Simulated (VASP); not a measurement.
Input of a VASP 6.6.1 run:

File INCAR:

```
SYSTEM = Rb
  ALGO = Normal
  EDIFF = 1E-6
  ENCUT = 520
  GGA = RP
  ISIF = 2
  ISMEAR = -1
  LASPH = .TRUE.
  LCHARG = .FALSE.
  LREAL = .FALSE.
  LWAVE = .FALSE.
  NBANDS = 10
  NELM = 80
  PREC = Accurate
  SIGMA = 0.1
```

File KPOINTS:

```
k-points
0
G
  8 8 8
  0 0 0
```

POSCAR

```
Rb
1.0
    0.0000000000      3.6469805267      3.6469805267
    3.6469805267      0.0000000000      3.6469805267
    3.6469805267      3.6469805267      0.0000000000
Rb
1
Direct
    0.0000000000      0.0000000000      0.0000000000
```

Potentials or basis: VASP PAW PBE potentials, release 64 (Rb_sv).

Run with:

```console
$ cat potpaw_PBE.64/Rb_sv/POTCAR > POTCAR
$ mpirun -np 1 vasp_std > vasp.out
```

(1) Estimate the pressure.

Answers

(1) 0.1 GPa.

Caveat: the PAW data sets were made with another functional, which shifts forces and pressure a little.
